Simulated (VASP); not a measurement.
Wanted: the native input for a VASP 6.6.1 run.

```
Task                   : relaxation of cell and atoms
Functional             : LDA
Potentials or basis    : VASP PAW LDA potentials, release 64 (Ge_d)
Cutoff                 : 600 eV
k mesh                 : 18 × 18 × 18
Occupations            : fermi-dirac, width 0.08 eV
Spin                   : no spin polarisation
Target pressure        : 61 GPa
Dipole correction      : no
Further INCAR settings : ALGO = Normal; EDIFF = 1e-06; IBRION = 2; EDIFFG = -0.005; NSW = 32; ISIF = 3
```

The structure of Ge lies in POSCAR:

```
Ge
1.0
   -1.4644247001      1.4644247001      1.4644247001
    1.4644247001     -1.4644247001      1.4644247001
    1.4644247001      1.4644247001     -1.4644247001
Ge
1
Direct
    0.0000000000      0.0000000000      0.0000000000
```

The input as run:

INCAR

```
SYSTEM = Ge
  PREC = Accurate
  ENCUT = 600
  EDIFF = 1E-6
  ISMEAR = -1
  SIGMA = 0.08
  LREAL = .FALSE.
  LASPH = .TRUE.
  NELM = 80
  ALGO = Normal
  ISIF = 3
  LWAVE = .FALSE.
  LCHARG = .FALSE.
  GGA = CA
  IBRION = 2
  NSW = 32
  EDIFFG = -0.005
  PSTRESS = 610.0
```

KPOINTS

```
Automatic mesh
0
G
  18 18 18
  0 0 0
```

Potentials or basis: VASP PAW LDA potentials, release 64 (Ge_d).

Launch:

```sh
$ cat potpaw_LDA.64/Ge_d/POTCAR > POTCAR
$ mpirun -np 1 vasp_std > vasp.out
```

Results of the run:

```
Relaxed volume                                         : 12.59 Å³/atom
Relaxed cell                                           : a = 2.538 Å, b = 2.538 Å, c = 2.538 Å, α = 109.47°, β = 109.47°, γ = 109.47°
Space group after relaxing (to 0.05 Å)                 : Im-3m (No. 229)
Energy change on relaxing (the enthalpy is what falls) : -10.6 meV/atom
Ionic steps                                            : 4
Pressure after relaxing                                : 61.1 GPa
Band gap on the k mesh                                 : zero (band 7 reaches 25.89 eV, above the bottom of band 8 at 6.92 eV)
```

Caveat: the cell is relaxed towards a set pressure, so the enthalpy falls and the energy may rise.

Wall time 38 s on 1 thread of Intel(R) Xeon(R) Platinum 8259CL CPU @ 2.50GHz (Skylake/Cascade Lake), with other jobs on the host, peak memory 0.15 GiB.
